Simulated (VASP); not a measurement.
# Be (Fm-3m) in VASP: relaxation of cell and atoms with PBE

Aim: the relaxation of cell and atoms of Be with PBE.

All numbers are computed with VASP 6.6.1; they aren't measurements. Logs are shortened: lines on timing, memory, paths and dates and some standing lists are left out, and cuts for length are marked.

## (1) The cell of the first run

It takes space group Fm-3m (No. 225, cubic). The conventional cell has a = 2.831 Å, b = 2.831 Å, c = 2.831 Å, α = 90.00°, β = 90.00°, γ = 90.00°. Within 2.7 Å of Be (site symmetry m-3m) lie 12 Be at 2.00 Å.

This isn't the form of Be at room conditions, which is hcp.

## (2) Relaxation of cell and atoms, PBE, target pressure 69 GPa, at which the enthalpy is minimised

File INCAR:

```
PREC = Accurate ; ENCUT = 600
EDIFF = 1E-7 ; ISMEAR = -1
SIGMA = 0.05 ; LREAL = F
LASPH = T ; NELM = 100
ALGO = Normal ; ISIF = 3
LWAVE = F ; LCHARG = F
GGA = PE ; IBRION = 2
NSW = 60 ; EDIFFG = -0.005
PSTRESS = 690.0
```

File KPOINTS:

```
Automatic mesh
0
Gamma
  23 23 23
```

File POSCAR:

```
Be
1.0
    0.0000000000      1.4154663004      1.4154663004
    1.4154663004      0.0000000000      1.4154663004
    1.4154663004      1.4154663004      0.0000000000
Be
1
Direct
    0.0000000000      0.0000000000      0.0000000000
```

Potentials or basis: VASP PAW PBE potentials, release 64 (Be).

Launch:

```console
> cat potpaw_PBE.64/Be/POTCAR > POTCAR
> mpirun -np 1 vasp_std > vasp.out
```

OUTCAR:

```text
PREC = Accurate
   ENCUT = 600
   EDIFF = 1E-7
   ISMEAR = -1
   LREAL = F
   LASPH = T
   NELM = 100
   ISIF = 3
   GGA = PE
   IBRION = 2
   NSW = 60
   EDIFFG = -0.005
   PSTRESS = 690.0

 ion  position               nearest neighbor table
   1  0.000  0.000  0.000-

  LATTYP: Found a face centered cubic cell.
 ALAT       =     2.8309326008

  Lattice vectors:

 A1 = (   0.0000000000,   1.4154663004,   1.4154663004)
 A2 = (   1.4154663004,   0.0000000000,   1.4154663004)
 A3 = (   1.4154663004,   1.4154663004,   0.0000000000)

Analysis of symmetry for initial positions (statically):
=====================================================================
 Subroutine PRICEL returns:
 Original cell was already a primitive cell.

 Routine SETGRP: Setting up the symmetry group for a
 face centered cubic supercell.

 Subroutine GETGRP returns: Found 48 space group operations
 (whereof 48 operations were pure point group operations)
 out of a pool of 48 trial point group operations.

The static configuration has the point symmetry O_h .

Analysis of symmetry for dynamics (positions and initial velocities):
=====================================================================
 Subroutine PRICEL returns:
 Original cell was already a primitive cell.

 Routine SETGRP: Setting up the symmetry group for a
 face centered cubic supercell.

 Subroutine GETGRP returns: Found 48 space group operations
 (whereof 48 operations were pure point group operations)
 out of a pool of 48 trial point group operations.

The dynamic configuration has the point symmetry O_h .

 Subroutine INISYM returns: Found 48 space group operations
 (whereof 48 operations are pure point group operations),
 and found     1 'primitive' translations

----------------------------------------------------------------------------------------

                                     Primitive cell

  volume of cell :       5.6719

  direct lattice vectors                    reciprocal lattice vectors
     0.000000000  1.415466300  1.415466300    -0.353240483  0.353240483  0.353240483
     1.415466300  0.000000000  1.415466300     0.353240483 -0.353240483  0.353240483
     1.415466300  1.415466300  0.000000000     0.353240483  0.353240483 -0.353240483

  length of vectors
     2.001771639  2.001771639  2.001771639     0.611830464  0.611830464  0.611830464

  position of ions in fractional coordinates (direct lattice)
     0.000000000  0.000000000  0.000000000

  ion indices of the primitive-cell ions
   primitive index   ion index
                 1           1

----------------------------------------------------------------------------------------

 KPOINTS: Automatic mesh

Automatic generation of k-mesh.
 Grid dimensions read from file:
 generate k-points for:   23   23   23

 Generating k-lattice:

  Cartesian coordinates                     Fractional coordinates (reciprocal lattice)
    -0.015358282  0.015358282  0.015358282     0.043478261  0.000000000  0.000000000
     0.015358282 -0.015358282  0.015358282     0.000000000  0.043478261  0.000000000
     0.015358282  0.015358282 -0.015358282     0.000000000  0.000000000  0.043478261

  Length of vectors
     0.026601325  0.026601325  0.026601325

  Shift w.r.t. Gamma in fractional coordinates (k-lattice)
     0.000000000  0.000000000  0.000000000

 Subroutine IBZKPT returns following result:
 ===========================================

 Found    364 irreducible k-points:

 Following reciprocal coordinates:
            Coordinates               Weight
  0.000000  0.000000  0.000000      1.000000
  0.043478  0.000000  0.000000      8.000000
  0.086957  0.000000  0.000000      8.000000
  0.130435  0.000000  0.000000      8.000000
  0.173913  0.000000  0.000000      8.000000
  0.217391  0.000000  0.000000      8.000000
[... 16 lines left out ...]
  0.478261  0.043478  0.000000     24.000000
 -0.478261  0.043478  0.000000     24.000000
 [... further k-points ...]
   k-points           NKPTS =    364   k-points in BZ     NKDIM =    364   number of bands    NBANDS=      5
   number of dos      NEDOS =    301   number of ions     NIONS =      1
   total plane-waves  NPLWV =   4096
   dimension x,y,z NGX =    16 NGY =   16 NGZ =   16
   dimension x,y,z NGXF=    32 NGYF=   32 NGZF=   32
   ions per type =               1
   NGX,Y,Z   is equivalent  to a cutoff of  13.29, 13.29, 13.29 a.u.
   NGXF,Y,Z  is equivalent  to a cutoff of  26.58, 26.58, 26.58 a.u.
 SYSTEM =  unknown system
   PREC   = accura    normal or accurate (medium, high low for compatibility)
   ISTART =      0    job   : 0-new  1-cont  2-samecut
   ICHARG =      2    charge: 1-file 2-atom 10-const
   ISPIN  =      1    spin polarized calculation?
   LNONCOLLINEAR =      F non collinear calculations
   LSORBIT =      F    spin-orbit coupling
   LASPH  =      T    aspherical Exc in radial PAW
   ENCUT  =  600.0 eV  44.10 Ry    6.64 a.u.   4.00  4.00  4.00*2*pi/ulx,y,z
   NELM   =    100;   NELMIN=  2; NELMDL= -5     # of ELM steps
   EDIFF  = 0.1E-06   stopping-criterion for ELM
   LREAL  =      F    real-space projection
   EDIFFG = -.5E-02   stopping-criterion for IOM
   NSW    =     60    number of steps for IOM
   IBRION =      2    ionic relax: 0-MD 1-quasi-New 2-CG
   NFREE  =      1    steps in history (QN), initial steepest desc. (CG)
   ISIF   =      3    stress and relaxation
   ISYM   =      2    0-nonsym 1-usesym 2-fastsym
   POTIM  = 0.5000    time-step for ionic-motion
   TEBEG  =    0.0;   TEEND  =   0.0 temperature during run
   PSTRESS=  690.0 pullay stress
   NELECT =       2.0000    total number of electrons
   NUPDOWN=      -1.0000    fix difference up-down
   EMIN   =  10.00;   EMAX   =-10.00  energy-range for DOS
   EFERMI =   0.00;   METHOD = LEGACY
   ISMEAR =    -1;   SIGMA  =   0.05  broadening in eV -4-tet -1-fermi 0-gaus
   EFERMI_NEDOS =   21; number of points for ismear=-14 and -15
   IALGO  =     38    algorithm
   IMIX   =      4    mixing-type and parameters
     AMIX     =   0.40;   BMIX     =  1.00
     AMIX_MAG =   1.60;   BMIX_MAG =  1.00
  volume/ion in A,a.u.               =       5.67        38.28
  Fermi-wavevector in a.u.,A,eV,Ry     =   1.156579  2.185617 18.200173  1.337675
  Thomas-Fermi vector in A             =   2.293198
   LORBIT       =      0    0 simple, 1 ext, 2 COOP (PROOUT), +10 PAW based schemes
   GGA     = PE    functional components
   LHFCALC =     F    Hartree Fock is set to
   AEXX    =    0.0000 exact exchange contribution
   IVDW    =     0    specifies the selected vdW correction
   LEPSILON=     F    determine dielectric tensor
   LRPA    =     F    only Hartree local field effects (RPA)
 conjugate gradient relaxation of ions
 non-spin polarized calculation
  energy-cutoff  :      600.00
  volume of cell :        5.67
 maximum number of plane-waves:       200
   NGX =  7   NGY =  7   NGZ =  7

--------------------------------------- Ionic step        1  -------------------------------------------

 number of electron       2.0000000 magnetization

 Free energy of the ion-electron system (eV)
  ---------------------------------------------------
  ext. energy  EPLUGINS =         0.00000000
  ---------------------------------------------------
  free energy    TOTEN  =        -3.31133375 eV

  energy without entropy =       -3.31106977  energy(sigma->0) =       -3.31120176

------------------------ aborting loop because EDIFF is reached ----------------------------------------

  FORCE on cell =-STRESS in cart. coord.  units (eV):
  Direction    XX          YY          ZZ          XY          YZ          ZX
  --------------------------------------------------------------------------------------
  -------------------------------------------------------------------------------------
  Total        2.4562893      2.4562893      2.4562893     -0.0000000      0.0000000      0.0000000
  in kB      693.8434561    693.8434561    693.8434561     -0.0000000      0.0000000      0.0000000
  external PRESSURE =       3.8434561 kB  Pullay stress =     690.0000000 kB
[... 59 lines left out ...]
  enthalpy is  TOTEN    =        -0.8686540426 eV   P V=        2.4474962972

--------------------------------------- Ionic step        3  -------------------------------------------

 number of electron       2.0000000 magnetization

 Free energy of the ion-electron system (eV)
  ---------------------------------------------------
  ext. energy  EPLUGINS =         0.00000000
  ---------------------------------------------------
  free energy    TOTEN  =        -3.31403725 eV

  energy without entropy =       -3.31377280  energy(sigma->0) =       -3.31390503

 E-fermi :  10.6895     XC(G=0): -11.7524

 val. band max:       10.6808446863   @ k =  -0.3478   0.3913   0.0435
 cond. band min:      10.8645720019   @ k =  -0.3478   0.3478   0.0435
 fundamental gap:      0.1837273156
 Fermi energy:        10.6895393213

 k-point     1 :       0.0000    0.0000    0.0000
  band No.  band energies     occupation
      1      -3.1255      2.00000
      2      35.8734      0.00000
      3      35.8734      0.00000
      4      35.8734      0.00000
      5      46.5062      0.00000

 k-point     2 :       0.0435    0.0000    0.0000
  band No.  band energies     occupation
      1      -3.0569      2.00000
      2      35.1523      0.00000
      3      35.7143      0.00000
      4      35.7143      0.00000
      5      45.4103      0.00000
[... 169 lines left out ...]
 k-point    24 :      -0.4783    0.0435    0.0000
  band No.  band energies     occupation
      1       3.9375      2.00000
      2      11.8869      0.00000
      3      31.6186      0.00000
      4      31.7530      0.00000
      5      41.0586      0.00000

 [... further k-points ...]

------------------------ aborting loop because EDIFF is reached ----------------------------------------

  FORCE on cell =-STRESS in cart. coord.  units (eV):
  Direction    XX          YY          ZZ          XY          YZ          ZX
  --------------------------------------------------------------------------------------
  -------------------------------------------------------------------------------------
  Total        2.4462693      2.4462693      2.4462693     -0.0000000      0.0000000      0.0000000
  in kB      690.2511808    690.2511808    690.2511808     -0.0000000      0.0000000      0.0000000
  external PRESSURE =       0.2511808 kB  Pullay stress =     690.0000000 kB
[... 16 lines left out ...]
  FREE ENERGIE OF THE ION-ELECTRON SYSTEM (eV)
  ---------------------------------------------------
  free  energy   TOTEN  =        -3.3140372537 eV

  energy  without entropy=       -3.3137727993  energy(sigma->0) =       -3.31390503

  enthalpy is  TOTEN    =        -0.8686581190 eV   P V=        2.4453791347

 reached required accuracy - stopping structural energy minimisation
```

It took 7.6 s on 1 thread of Intel Xeon 8259CL, shared host; peak memory 0.12 GiB.

Results:

- Free energy: -3.3140 eV
- Relaxed volume: 5.68 Å³/atom
- Relaxed cell: a = 2.003 Å, b = 2.003 Å, c = 2.003 Å, α = 60.00°, β = 60.00°, γ = 60.00°
- Space group after relaxing (to 0.1 Å): Fm-3m (No. 225)
- Energy change on relaxing (the run minimises the enthalpy): -2.7 meV/atom
- Ionic steps: 3
- Pressure after relaxing: 69.0 GPa
- Band gap on the k mesh: zero (bands 1 and 2 overlap by 0.82 eV)

The path:
| step | energy change (eV) | largest force (eV/Å) | pressure (GPa) | volume (Å³) |
| --- | --- | --- | --- | --- |
| 1 | 0.0000 | 0.0000 | 69.38 | 5.67 |
| 2 | -0.0048 | 0.0000 | 68.74 | 5.68 |
| 3 | -0.0027 | 0.0000 | 69.03 | 5.68 |

Final structure:
```xyz
1
Lattice="0.0000 1.4160 1.4160 1.4160 0.0000 1.4160 1.4160 1.4160 0.0000" Properties=species:S:1:pos:R:3 pbc="T T T"
Be    0.0000    0.0000    0.0000
```

Levels at points of the mesh, in eV from the Fermi level:
```
           k point  band 1  band 2  band 3  band 4
(0.00, 0.00, 0.00)  -13.82   25.18   25.18   25.18
```

Caveat: the cell is relaxed towards a set pressure, so the run minimises the enthalpy, not the energy.

The gap in the log of VASP goes by the Fermi energy; the results here count the filled bands.